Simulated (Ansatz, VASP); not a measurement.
**Ti in VASP and in Ansatz**

```
Ti
1.0
    -1.61638    1.61638    1.61638
     1.61638   -1.61638    1.61638
     1.61638    1.61638   -1.61638
Ti
1
Direct
  0.00000 0.00000 0.00000
```

Change from the starting cell: strain -0.015 along x and y, -0.015 along z, atoms carried along.

Alike in both runs: task single point; functional LDA; k mesh 20 × 20 × 20; occupations gaussian, width 0.15 eV; no spin polarisation.

```csv
,VASP,Ansatz
version,VASP 6.6.1,Ansatz 0.2.0
potentials or method,"VASP PAW LDA potentials, release 64 (Ti_sv), cutoff 520 eV","scalar-relativistic, plane waves, PAW"
valence electrons in the cell,12,12
```

VASP gave:

| Item | Value |
| --- | --- |
| gap on the k mesh at the Fermi level (eV) | none |
| pressure (GPa) | -6.9 |

Problem. What did Ansatz give for the same quantities?

Solution. gap on the k mesh at the Fermi level (eV): none; pressure (GPa): -6.8.

LDA's correlation is that of Perdew and Zunger in VASP and of Perdew and Wang (1992) in Ansatz. A gap of «none» marks a metal or a gap that the smearing closes.
